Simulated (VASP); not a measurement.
Write the native input for VASP 6.6.1 that does the following.

| Quantity | Value |
| --- | --- |
| Task | single point |
| Functional | PBEsol |
| Potentials or basis | VASP PAW PBE potentials, release 64 (Ba_sv, Ti_sv, O_h) |
| Cutoff | 1340 eV |
| k mesh | 6 × 6 × 6 |
| Occupations | fermi-dirac, width 0.02 eV |
| Spin | no spin polarisation |
| Dipole correction | no |
| Further INCAR settings | ALGO = Normal; EDIFF = 1e-06; NBANDS = 28 |

The structure of BaTiO3 lies in POSCAR:

```
BaTiO3
1.0
    3.9553036607      0.0000000000      0.0000000000
    0.0000000000      3.9553036607      0.0000000000
    0.0000000000      0.0000000000      4.0449751940
Ba Ti O
1 1 3
Direct
    0.0000000000      0.0000000000     -0.0019786799
    0.5000000000      0.5000000000      0.4827690699
    0.5000000000      0.5000000000      0.0278958863
    0.5000000000      0.0000000000      0.5171568618
    0.0000000000      0.5000000000      0.5171568618
```

The input as run:

INCAR

```
SYSTEM = BaTiO3
ALGO = Normal
EDIFF = 1E-6
ENCUT = 1340
GGA = PS
GGA_COMPAT = .FALSE.
ISIF = 2
ISMEAR = -1
LASPH = .TRUE.
LCHARG = .FALSE.
LREAL = .FALSE.
LWAVE = .FALSE.
NBANDS = 28
NELM = 120
PREC = Accurate
SIGMA = 0.02
```

KPOINTS

```
k-points
0
G
  6 6 6
  0 0 0
```

Potentials or basis: VASP PAW PBE potentials, release 64 (Ba_sv, Ti_sv, O_h).

Launch:

```sh
$ cat potpaw_PBE.64/Ba_sv/POTCAR potpaw_PBE.64/Ti_sv/POTCAR potpaw_PBE.64/O_h/POTCAR > POTCAR
$ mpirun -np 1 vasp_std > vasp.out
```

It gave:

```yaml
Pressure: 1.8 GPa
Largest_force: 0.038 eV/Å
Band_gap_on_the_k_mesh: 1.79 eV (least direct gap 2.19 eV)
```

Caveat: the PAW data sets were made with another functional, which shifts forces and pressure a little; spin-orbit coupling is left out, which moves the levels of the heavy elements.

It took 2.9 min on 1 thread of Intel(R) Xeon(R) Platinum 8375C CPU @ 2.90GHz (Ice Lake) (shared host), peak memory 0.53 GiB.
